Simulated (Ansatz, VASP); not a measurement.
**Two plane-wave programs on CdF2**

```xyz
3
Lattice="0.0000 2.6087 2.5398 2.6087 0.0000 2.5398 2.6087 2.6087 0.0000" Properties=species:S:1:pos:R:3 pbc="T T T"
Cd    0.0000    0.0000    0.0000
F     1.3044    1.3044    1.2699
F     3.9131    3.9131    3.8098
```

Alike in both runs: task single point; functional PBE; k mesh 8 × 8 × 8; occupations gaussian, width 0.05 eV; no spin polarisation.

|  | VASP | Ansatz |
| --- | --- | --- |
| version | VASP 6.6.1 | Ansatz 0.2.0 |
| potentials or method | VASP PAW PBE potentials, release 64 (Cd, F), cutoff 520 eV | scalar-relativistic, plane waves, PAW |
| valence electrons in the cell | 26 | 34 |

```tsv
	VASP	Ansatz	Ansatz less VASP
gap on the k mesh at the Fermi level (eV)	3.49	3.53	+0.042
least direct gap on the mesh (eV)	3.79	3.83	+0.041
pressure (GPa)	26.4	24.9	-1.58
traceless stress, the component that is largest in VASP (GPa)	2.06	2.11	+0.050
```

VASP's potentials hold 26 valence electrons a cell and Ansatz's 34, so a difference there can come from the potentials and not from the codes.
